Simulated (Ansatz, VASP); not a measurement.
## One calculation of GaSb, two programs

INCAR

```
  PREC = Accurate
  ENCUT = 500
  EDIFF = 1E-6
  ISMEAR = 0
  SIGMA = 0.1
  LREAL = F
  LASPH = T
  NELM = 120
  ALGO = Normal
  ISIF = 2
  LWAVE = F
  LCHARG = T
  GGA = PE
  IVDW = 12
  LELF = T
  LVHAR = T
  NBANDS = 16
  GGA_COMPAT = F
```

Contents of KPOINTS:

```
Automatic mesh
0
Gamma
  6 6 6
```

The input POSCAR:

```
GaSb
1.0
    0.0000000000      3.0686042300      3.0686042300
    3.0686042300      0.0000000000      3.0686042300
    3.0686042300      3.0686042300      0.0000000000
Ga Sb
1 1
Direct
    0.0000000000      0.0000000000      0.0000000000
    0.7500000000      0.7500000000      0.7500000000
```

Input for Ansatz:

```yaml
crystal:
  lattice:
    - [0.0, 3.06860423, 3.06860423]
    - [3.06860423, 0.0, 3.06860423]
    - [3.06860423, 3.06860423, 0.0]
  atoms:
    - { symbol: Ga, position: [0.0, 0.0, 0.0] }
    - { symbol: Sb, position: [0.75, 0.75, 0.75] }
basis:
  ecutwfc: 420
kpoints:
  mp_grid: { grid: [6, 6, 6] }
hamiltonian:
  xc: pbe
  dispersion: d3bj
scf:
  occupations: { method: gaussian, width: 0.1 }
  lower_state_search: "off"
output:
  forces: true
  stress: true
  eigenvalues: true
```

Alike in both runs: task single point; functional PBE; dispersion D3(BJ); k mesh 6 × 6 × 6; occupations gaussian, width 0.1 eV; no spin polarisation.

```csv
,VASP,Ansatz
version,VASP 6.6.1,Ansatz 0.2.0
potentials or method,"VASP PAW PBE potentials, release 64 (Ga_d, Sb), cutoff 500 eV","scalar-relativistic, plane waves, PAW"
valence electrons in the cell,18,28
```

Ansatz gave:

| Item | Value |
| --- | --- |
| gap on the k mesh at the Fermi level (eV) | none |
| pressure (GPa) | -0.1 |

Question: Estimate VASP's values.

Answer: gap on the k mesh at the Fermi level (eV): none; pressure (GPa): 0.0.

A gap of «none» marks a metal or a gap that the smearing closes. VASP's potentials hold 18 valence electrons a cell and Ansatz's 28, so a difference there can come from the potentials and not from the codes.

Neither program's run includes spin-orbit coupling.
